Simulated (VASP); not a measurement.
# InFe2H3 (P-3m1) in VASP: a series of runs, part 2 of 2

VASP 6.6.1. The steps go on from the part before.

### 3 Single point, PBE, collinear spin, ferromagnetic start

This run uses another cell than the first one, of 9.37 Å³/atom.

INCAR reads:

```
ALGO     = Normal         # electronic algorithm
EDIFF    = 1E-6           # SCF threshold, eV
ENCUT    = 520            # plane-wave cutoff, eV
GGA      = PE             # functional
ISIF     = 2              # what is computed and relaxed
ISMEAR   = 0              # smearing method
ISPIN    = 2              # spin polarisation
LASPH    = True           # aspherical terms in the spheres
LCHARG   = False          # write CHGCAR
LMAXMIX  = 4              # l up to which the mixer works
LORBIT   = 11             # projections on sites
LREAL    = False          # projectors in reciprocal space
LWAVE    = False          # write WAVECAR
MAGMOM   = 0 2.15 2.15 0 0 0 # initial moments
NBANDS   = 29             # bands
NELM     = 150            # most SCF steps
PREC     = Accurate       # precision mode
SIGMA    = 0.1            # smearing width, eV
```

KPOINTS reads:

```
k-points
0
Gamma
  12 12 4
```

POSCAR reads:

```
InFe2H3
1.0
    2.8460635450      0.0000000000      0.0000000000
   -1.4230317725      2.4647633308      0.0000000000
    0.0000000000      0.0000000000      8.0182334818
In Fe H
1 2 3
Direct
    0.0000000000      0.0000000000      0.0000000000
    0.3333333333      0.6666666667      0.3716176084
    0.6666666667      0.3333333333      0.6283823916
    0.3333333333      0.6666666667      0.7122891466
    0.6666666667      0.3333333333      0.2877108534
    0.0000000000      0.0000000000      0.5000000000
```

Potentials or basis: VASP PAW PBE potentials, release 64 (In_d, Fe, H).

The run is started by

```bash
$ cat potpaw_PBE.64/In_d/POTCAR potpaw_PBE.64/Fe/POTCAR potpaw_PBE.64/H/POTCAR > POTCAR
$ mpirun -np 1 vasp_std > vasp.out
```

OUTCAR:

```text
EDIFF = 1E-6
   ENCUT = 520
   GGA = PE
   ISIF = 2
   ISMEAR = 0
   ISPIN = 2
   LASPH = True
   LORBIT = 11
   LREAL = False
   NELM = 150
   PREC = Accurate

 ion  position               nearest neighbor table
   1  0.000  0.000  0.000-   2 3.40   3 3.40   3 3.40   2 3.40   3 3.40   2 3.40
   2  0.333  0.667  0.372-   5 1.78   5 1.78   5 1.78   6 1.94   6 1.94   6 1.94   3 2.63   3 2.63
                             3 2.63   1 3.40   1 3.40   1 3.40
   3  0.667  0.333  0.628-   4 1.78   4 1.78   4 1.78   6 1.94   6 1.94   6 1.94   2 2.63   2 2.63
                             2 2.63   1 3.40   1 3.40   1 3.40
   4  0.333  0.667  0.712-   3 1.78   3 1.78   3 1.78
   5  0.667  0.333  0.288-   2 1.78   2 1.78   2 1.78
   6  0.000  0.000  0.500-   2 1.94   3 1.94   3 1.94   2 1.94   3 1.94   2 1.94

  LATTYP: Found a hexagonal cell.
 ALAT       =     2.8460635450
 C/A-ratio  =     2.8173065552

  Lattice vectors:

 A1 = (   2.8460635450,   0.0000000000,   0.0000000000)
 A2 = (  -1.4230317725,   2.4647633308,   0.0000000000)
 A3 = (   0.0000000000,   0.0000000000,   8.0182334818)

Analysis of symmetry for initial positions (statically):
=====================================================================
 Subroutine PRICEL returns:
 Original cell was already a primitive cell.

 Routine SETGRP: Setting up the symmetry group for a
 hexagonal supercell.

 Subroutine GETGRP returns: Found 12 space group operations
 (whereof 12 operations were pure point group operations)
 out of a pool of 24 trial point group operations.

The static configuration has the point symmetry D_3d.

Analysis of symmetry for dynamics (positions and initial velocities):
=====================================================================
 Subroutine PRICEL returns:
 Original cell was already a primitive cell.

 Routine SETGRP: Setting up the symmetry group for a
 hexagonal supercell.

 Subroutine GETGRP returns: Found 12 space group operations
 (whereof 12 operations were pure point group operations)
 out of a pool of 24 trial point group operations.

The dynamic configuration has the point symmetry D_3d.

Analysis of structural, dynamic, and magnetic symmetry:
=====================================================================
 Subroutine PRICEL returns:
 Original cell was already a primitive cell.

 Routine SETGRP: Setting up the symmetry group for a
 hexagonal supercell.

 Subroutine GETGRP returns: Found 12 space group operations
 (whereof 12 operations were pure point group operations)
 out of a pool of 24 trial point group operations.

The overall configuration has the point symmetry D_3d.

 Subroutine INISYM returns: Found 12 space group operations
 (whereof 12 operations are pure point group operations),
 and found     1 'primitive' translations

----------------------------------------------------------------------------------------

                                     Primitive cell

  volume of cell :      56.2469

  direct lattice vectors                    reciprocal lattice vectors
     2.846063545  0.000000000  0.000000000     0.351362499  0.202859233  0.000000000
    -1.423031772  2.464763331  0.000000000     0.000000000  0.405718467  0.000000000
     0.000000000  0.000000000  8.018233482     0.000000000  0.000000000  0.124715750

  length of vectors
     2.846063545  2.846063545  8.018233482     0.405718467  0.405718467  0.124715750

[... 96 lines left out ...]
   POTIM  = 0.5000    time-step for ionic-motion
   TEBEG  =    0.0;   TEEND  =   0.0 temperature during run
   PSTRESS=    0.0 pullay stress
   NELECT =      32.0000    total number of electrons
   NUPDOWN=      -1.0000    fix difference up-down
   EMIN   =  10.00;   EMAX   =-10.00  energy-range for DOS
   EFERMI =   0.00;   METHOD = LEGACY
   ISMEAR =     0;   SIGMA  =   0.10  broadening in eV -4-tet -1-fermi 0-gaus
   EFERMI_NEDOS =   21; number of points for ismear=-14 and -15
   IALGO  =     38    algorithm
   IMIX   =      4    mixing-type and parameters
     AMIX     =   0.40;   BMIX     =  1.00
     AMIX_MAG =   1.60;   BMIX_MAG =  1.00
  volume/ion in A,a.u.               =       9.37        63.26
  Fermi-wavevector in a.u.,A,eV,Ry     =   1.356517  2.563446 25.036611  1.840139
  Thomas-Fermi vector in A             =   2.483514
   LORBIT       =     11    0 simple, 1 ext, 2 COOP (PROOUT), +10 PAW based schemes
   GGA     = PE    functional components
   LHFCALC =     F    Hartree Fock is set to
   AEXX    =    0.0000 exact exchange contribution
   IVDW    =     0    specifies the selected vdW correction
   LEPSILON=     F    determine dielectric tensor
   LRPA    =     F    only Hartree local field effects (RPA)
 spin polarized calculation
 Gauss-broadening in eV      SIGMA  =   0.10
  energy-cutoff  :      520.00
  volume of cell :       56.25
 maximum number of plane-waves:      1528
 NGX is ok and might be reduce to    24
   NGX = 11   NGY = 11   NGZ = 29

 number of electron      31.9999998 magnetization       4.3612949

 Free energy of the ion-electron system (eV)
  ---------------------------------------------------
  ext. energy  EPLUGINS =         0.00000000
  ---------------------------------------------------
  free energy    TOTEN  =       -27.99956564 eV

  energy without entropy =      -27.98564006  energy(sigma->0) =      -27.99260285

 E-fermi :   6.6114     XC(G=0): -11.6025

 val. band max:        6.5995677100   @ k =   0.3333   0.2500   0.2500
 cond. band min:       6.6179887041   @ k =   0.2500   0.2500   0.2500
 fundamental gap:      0.0184209941
 Fermi energy:         6.6113558435

 spin component 1

 k-point     1 :       0.0000    0.0000    0.0000
  band No.  band energies     occupation
      1      -8.9618      1.00000
      2      -8.6796      1.00000
      3      -8.6796      1.00000
      4      -8.0625      1.00000
      5      -8.0625      1.00000
      6      -4.5941      1.00000
[... 733 lines left out ...]
     27      20.1422      0.00000
     28      20.6739      0.00000

 [... further k-points ...]

 spin component 2

 k-point     1 :       0.0000    0.0000    0.0000
  band No.  band energies     occupation
      1      -8.9608      1.00000
      2      -8.6747      1.00000
      3      -8.6747      1.00000
      4      -8.0667      1.00000
      5      -8.0667      1.00000
      6      -4.5558      1.00000
[... 733 lines left out ...]
     27      20.1802      0.00000
     28      21.1381      0.00000

 [... further k-points ...]

 [bands above 28 left out]

------------------------ aborting loop because EDIFF is reached ----------------------------------------

  FORCE on cell =-STRESS in cart. coord.  units (eV):
  Direction    XX          YY          ZZ          XY          YZ          ZX
  --------------------------------------------------------------------------------------
  -------------------------------------------------------------------------------------
  Total        0.0404276      0.0404276     -0.0493124      0.0000000      0.0000000     -0.0000000
  in kB        1.1515687      1.1515687     -1.4046504      0.0000000      0.0000000     -0.0000000
  external PRESSURE =       0.2994956 kB  Pullay stress =       0.0000000 kB

 VOLUME and BASIS-vectors are now :
 -----------------------------------------------------------------------------
  energy-cutoff  :      520.00
  volume of cell :       56.25
      direct lattice vectors                 reciprocal lattice vectors
     2.846063545  0.000000000  0.000000000     0.351362499  0.202859233  0.000000000
    -1.423031772  2.464763331  0.000000000     0.000000000  0.405718467  0.000000000
     0.000000000  0.000000000  8.018233482     0.000000000  0.000000000  0.124715750

 POSITION                                       TOTAL-FORCE (eV/Angst)
 -----------------------------------------------------------------------------------
      0.00000      0.00000      0.00000         0.000000      0.000000      0.000000
     -0.00000      1.64318      2.97972        -0.000000     -0.000000      0.005511
      1.42303      0.82159      5.03852        -0.000000      0.000000     -0.005511
     -0.00000      1.64318      5.71130        -0.000000      0.000000      0.007188
      1.42303      0.82159      2.30693         0.000000      0.000000     -0.007188
      0.00000      0.00000      4.00912         0.000000      0.000000      0.000000
 -----------------------------------------------------------------------------------
    total drift:                                0.000000     -0.000000     -0.000000

  FREE ENERGIE OF THE ION-ELECTRON SYSTEM (eV)
  ---------------------------------------------------
  free  energy   TOTEN  =       -27.9995656397 eV

  energy  without entropy=      -27.9856400627  energy(sigma->0) =      -27.99260285

 total charge

# of ion       s       p       d       tot
------------------------------------------
    1        0.965   0.678   9.885  11.528
    2        0.358   0.462   6.319   7.139
    3        0.358   0.462   6.319   7.139
    4        0.531   0.022   0.000   0.553
    5        0.531   0.022   0.000   0.553
    6        0.494   0.031   0.000   0.525
--------------------------------------------------
tot          3.238   1.675  22.523  27.436

 magnetization (x)

# of ion       s       p       d       tot
------------------------------------------
    1        0.012  -0.023   0.001  -0.010
    2        0.003   0.002   2.227   2.232
    3        0.003   0.002   2.227   2.232
    4       -0.024   0.002   0.000  -0.022
    5       -0.024   0.002   0.000  -0.022
    6       -0.023  -0.002   0.000  -0.025
--------------------------------------------------
tot         -0.054  -0.017   4.455   4.384
```

Run time: 2.4 min. Hardware: 1 thread of AMD EPYC 9R45 (Zen 5), shared host; peak memory 0.3 GiB.

Results:

```
Free energy                                           : -27.9996 eV
Pressure                                              : 0.0 GPa
Largest force                                         : 0.007 eV/Å
Net moment                                            : 4.36 μB per cell
Site moments                                          : In -0.01; Fe +2.23; H -0.02, -0.03 (each value once) μB
Valence electrons inside the program's atomic spheres : In 11.53; Fe 7.14; H 0.55, 0.53 (each value once)
```

Forces in eV/Å, atoms in the order of the input:
```
In   0.000  0.000  0.000
Fe   0.000  0.000  0.006
Fe   0.000  0.000 -0.006
H    0.000  0.000  0.007
H    0.000  0.000 -0.007
H    0.000  0.000  0.000
```

Stress tensor (GPa, compression positive):
```
 0.12  0.00  0.00
 0.00  0.12  0.00
 0.00  0.00 -0.14
```

Levels at points of the mesh, in eV from the Fermi level:
Spin up:
```
           k point  band 14  band 15  band 16  band 17  band 18  band 19  band 20  band 21  band 22  band 23
(0.00, 0.00, 0.00)    -2.45    -1.91    -1.86    -1.86    -1.15    -1.15     1.74     8.96     9.98    13.38
(0.50, 0.00, 0.00)    -1.92    -1.48    -1.22    -1.01    -0.95    -0.49     1.93     2.34     5.05     6.18
(0.00, 0.00, 0.50)    -2.45    -2.10    -1.86    -1.86    -1.15    -1.15     2.18     8.83    10.72    11.16
(0.50, 0.00, 0.50)    -1.79    -1.49    -1.22    -1.21    -0.96    -0.15     2.26     3.15     3.37     4.51
```
Spin down:
```csv
k point,band 11,band 12,band 13,band 14,band 15,band 16,band 17,band 18
"(0.00, 0.00, 0.00)",-0.72,-0.72,-0.51,-0.51,0.05,0.44,0.44,1.02
"(0.50, 0.00, 0.00)",-2.63,-1.23,-0.51,-0.32,0.86,0.88,1.10,1.26
"(0.00, 0.00, 0.50)",-0.72,-0.72,-0.51,-0.51,-0.42,0.44,0.44,1.02
"(0.50, 0.00, 0.50)",-1.96,-1.17,-0.50,-0.31,0.75,0.84,1.10,1.26
```

Caveat: spin-orbit coupling is left out, which moves the levels of the heavy elements.

### 4 Single point, PBE, collinear spin, ferromagnetic start

This run uses another cell than the first one, of 9.38 Å³/atom.

INCAR reads:

```
PREC = Accurate
ENCUT = 520
EDIFF = 1E-6
ISMEAR = 0
SIGMA = 0.1
LREAL = False
LASPH = True
NELM = 150
ALGO = Normal
ISIF = 2
LWAVE = False
LCHARG = False
ISPIN = 2
MAGMOM = 0 2.17 2.17 0 0 0
LORBIT = 11
LMAXMIX = 4
GGA = PE
NBANDS = 29
```

KPOINTS reads:

```
regular mesh
0
Gamma
  12 12 4
```

POSCAR reads:

```
InFe2H3
1.0
    2.8459629903      0.0000000000      0.0000000000
   -1.4229814951      2.4646762478      0.0000000000
    0.0000000000      0.0000000000      8.0215860240
In Fe H
1 2 3
Direct
    0.0000000000      0.0000000000      0.0000000000
    0.3333333333      0.6666666667      0.3716592309
    0.6666666667      0.3333333333      0.6283407691
    0.3333333333      0.6666666667      0.7122607276
    0.6666666667      0.3333333333      0.2877392724
    0.0000000000      0.0000000000      0.5000000000
```

The run is started by

```bash
$ cat potpaw_PBE.64/In_d/POTCAR potpaw_PBE.64/Fe/POTCAR potpaw_PBE.64/H/POTCAR > POTCAR
$ mpirun -np 1 vasp_std > vasp.out
```

Wall time 4.8 min (1 thread of Intel Xeon Platinum 8259CL at 2.50GHz (Skylake/Cascade Lake), shared host); peak memory 0.33 GiB.

Results (log left out):

| Quantity | Value |
| --- | --- |
| Free energy | -27.9996 eV |
| Pressure | 0.0 GPa |
| Largest force | 0.007 eV/Å |
| Net moment | 4.36 μB per cell |
| Site moments | In -0.01; Fe +2.23; H -0.02, -0.03 (each value once) μB |
| Valence electrons inside the program's atomic spheres | In 11.53; Fe 7.14; H 0.55, 0.53 (each value once) |

Forces in eV/Å, atoms in the order of the input:
```
In   0.000  0.000  0.000
Fe   0.000  0.000  0.006
Fe   0.000  0.000 -0.006
H    0.000  0.000  0.007
H    0.000  0.000 -0.007
H    0.000  0.000  0.000
```

Stress tensor (GPa, compression positive):
```
 0.11  0.00  0.00
 0.00  0.11  0.00
 0.00  0.00 -0.17
```

Levels at points of the mesh, in eV from the Fermi level:
Spin up:
| k point | band 15 | band 16 | band 17 | band 18 | band 19 | band 20 | band 21 | band 22 |
| --- | --- | --- | --- | --- | --- | --- | --- | --- |
| (0.00, 0.00, 0.00) | -1.91 | -1.86 | -1.86 | -1.15 | -1.15 | 1.73 | 8.96 | 9.98 |
| (0.50, 0.00, 0.00) | -1.48 | -1.22 | -1.01 | -0.95 | -0.49 | 1.93 | 2.34 | 5.05 |
| (0.00, 0.00, 0.50) | -2.11 | -1.86 | -1.86 | -1.15 | -1.15 | 2.17 | 8.83 | 10.71 |
| (0.50, 0.00, 0.50) | -1.49 | -1.22 | -1.21 | -0.96 | -0.15 | 2.26 | 3.15 | 3.37 |
Spin down:
```
           k point  band 12  band 13  band 14  band 15  band 16  band 17
(0.00, 0.00, 0.00)    -0.72    -0.51    -0.51     0.05     0.44     0.44
(0.50, 0.00, 0.00)    -1.23    -0.51    -0.32     0.86     0.88     1.10
(0.00, 0.00, 0.50)    -0.72    -0.51    -0.51    -0.42     0.44     0.44
(0.50, 0.00, 0.50)    -1.18    -0.50    -0.31     0.75     0.84     1.10
```

Caveat: spin-orbit coupling is left out, which moves the levels of the heavy elements.

### 5 Summary

| cell | gap on the mesh (eV) | pressure (GPa) | moment (μB) | largest force (eV/Å) |
| --- | --- | --- | --- | --- |
| a = 2.824, b = 2.824, c = 7.656 Å, angles 90.0, 90.0, 120.0°, 6 atoms, atomic positions A | none | 4.4 | 4.13 | 0.01 |
| a = 2.846, b = 2.846, c = 8.018 Å, angles 90.0, 90.0, 120.0°, 6 atoms, atomic positions B | none | 0.0 | 4.36 | 0.01 |
| a = 2.846, b = 2.846, c = 8.022 Å, angles 90.0, 90.0, 120.0°, 6 atoms, atomic positions B | none | 0.0 | 4.36 | 0.01 |

Alike in all rows: task single point; level PBE; potentials or basis VASP PAW PBE potentials, release 64 (In_d, Fe, H); spin collinear, ferromagnetic start; k mesh 12 × 12 × 4; cutoff (eV) 520; smearing gaussian 0.1 eV.

Caveats: spin-orbit coupling is left out, which moves the levels of the heavy elements; the cell stands under pressure (at least some runs).

Total energies depend on the potentials used, so only differences within one code and one set of settings carry meaning.
